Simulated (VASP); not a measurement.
The system is BAs.

```
CELL_PARAMETERS angstrom
0.00000 2.36795 2.36795
2.36795 0.00000 2.36795
2.36795 2.36795 0.00000
ATOMIC_POSITIONS crystal
B 0.00000 0.00000 0.00000
As 0.25000 0.25000 0.25000
```

This cell differs from its parent crystal: strain -1.0%.

Base run:

| Quantity | Value |
| --- | --- |
| Program | VASP 6.6.1 |
| Functional | PBE |
| Potentials or basis | VASP PAW PBE potentials, release 64 (B, As) |
| Cutoff | 520 eV |
| k mesh | 10 × 10 × 10 |
| Occupations | fermi-dirac, width 0.02 eV |
| Spin | no spin polarisation |

Its results: band gap on the k mesh 1.15 eV, indirect (least direct gap 3.31 eV); pressure 7.4 GPa.

Problem. The run is repeated on the same cell with these changes: k mesh from 10 × 10 × 10 to 6 × 6 × 6; occupations from fermi-dirac, width 0.02 eV to gaussian, width 0.01 eV. What comes out?

Solution. Band gap on the k mesh 1.25 eV, indirect (least direct gap 3.31 eV); pressure 7.5 GPa.

A k mesh can miss the band edges.
